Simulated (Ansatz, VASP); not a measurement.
## Cd: VASP beside Ansatz

Contents of INCAR:

```
ALGO = Normal
EDIFF = 1E-6
ENCUT = 500
GGA = PS
GGA_COMPAT = False
ISIF = 2
ISMEAR = -1
IVDW = 12
LASPH = True
LCHARG = True
LELF = True
LREAL = False
LVHAR = True
LWAVE = False
NBANDS = 12
NELM = 120
PREC = Accurate
SIGMA = 0.01
```

Contents of KPOINTS:

```
k-points
0
Gamma
  10 10 10
```

File POSCAR:

```
Cd
1.0
    1.6080291500      0.9283960626      2.4492874100
   -1.6080291500      0.9283960626      2.4492874100
    0.0000000000     -1.8567921252      2.4492874100
Cd
1
Direct
    0.0000000000      0.0000000000      0.0000000000
```

File input.yaml:

```yaml
crystal:
  lattice: { a: 3.2160583, b: 3.2160583, c: 7.34786223, alpha: 90.0, beta: 90.0, gamma: 120.0 }
  space_group: 166
  reduce_to_primitive: true
  atoms:
    - { symbol: Cd, wyckoff: "3a", position: [0.0, 0.0, 0.0] }
hamiltonian:
  xc: pbesol
  pseudopotentials: { kind: paw, accuracy: stringent, xc_functional: pbe }
  dispersion: d3bj
kpoints:
  mp_grid: { grid: [10, 10, 10] }
scf:
  occupations: { method: fermi_dirac, width: 0.01 }
output:
  forces: true
  stress: true
  eigenvalues: true
  bader: true
  populations: true
  write_density: true
  write_potential: true
  elf: true
  volumetric_format: npy
```

Alike in both runs: functional PBEsol; dispersion D3(BJ); k mesh 10 × 10 × 10; occupations fermi-dirac, width 0.01 eV; no spin polarisation.

|  | VASP | Ansatz |
| --- | --- | --- |
| version | VASP 6.6.1 | Ansatz 0.2.0 |
| potentials or method | VASP PAW PBE potentials, release 64 (Cd) | SSSP precision PAW |
| plane-wave cutoff (eV) | 500 | 1361 |
| valence electrons in the cell | 12 | 20 |
| task | single point | atomic charges |

Ansatz gave:

```
gap on the k mesh at the Fermi level (eV)                     : none
pressure (GPa)                                                : -5.3
traceless stress, the component that is largest in VASP (GPa) : 0.35
```

Problem. Which values does VASP return?

Solution. gap on the k mesh at the Fermi level (eV): none; pressure (GPa): -5.0; traceless stress, the component that is largest in VASP (GPa): 0.41.

VASP's potentials were made for PBE, not for PBEsol. A gap of «none» marks a metal or a gap that the smearing closes. VASP's potentials hold 12 valence electrons a cell and Ansatz's 20, so a difference there can come from the potentials and not from the codes.
